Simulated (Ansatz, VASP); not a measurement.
**Two plane-wave programs on ZnSe**

```
Zn Se
1.0
     4.04380    0.00000    0.00000
     0.00000    4.04380    0.00000
     0.00000    0.00000    5.33698
Zn Se
2 2
Direct
  0.00000 0.00000 0.00000
  0.50000 0.50000 0.00000
  0.00000 0.50000 0.26083
  0.50000 0.00000 0.73917
```

Alike in both runs: task single point; functional LDA; k mesh 8 × 8 × 6; occupations gaussian, width 0.05 eV; no spin polarisation.

```csv
,VASP,Ansatz
version,VASP 6.6.1,Ansatz 0.2.0
potentials or method,"VASP PAW LDA potentials, release 64 (Zn, Se), cutoff 520 eV","scalar-relativistic, plane waves, PAW"
valence electrons in the cell,36,56
```

```tsv
	VASP	Ansatz	Ansatz less VASP
gap on the k mesh at the Fermi level (eV)	1.28	1.28	+0.005
least direct gap on the mesh (eV)	1.28	1.28	+0.005
pressure (GPa)	1.2	0.7	-0.43
traceless stress, the component that is largest in VASP (GPa)	1.15	1.20	+0.050
rms of the force components (eV/Å)	0.259	0.231	-0.0281
```

LDA's correlation is that of Perdew and Zunger in VASP and of Perdew and Wang (1992) in Ansatz. Atom by atom the forces differ by 0.028 eV/Å (rms over components). VASP's potentials hold 36 valence electrons a cell and Ansatz's 56, so a difference there can come from the potentials and not from the codes.
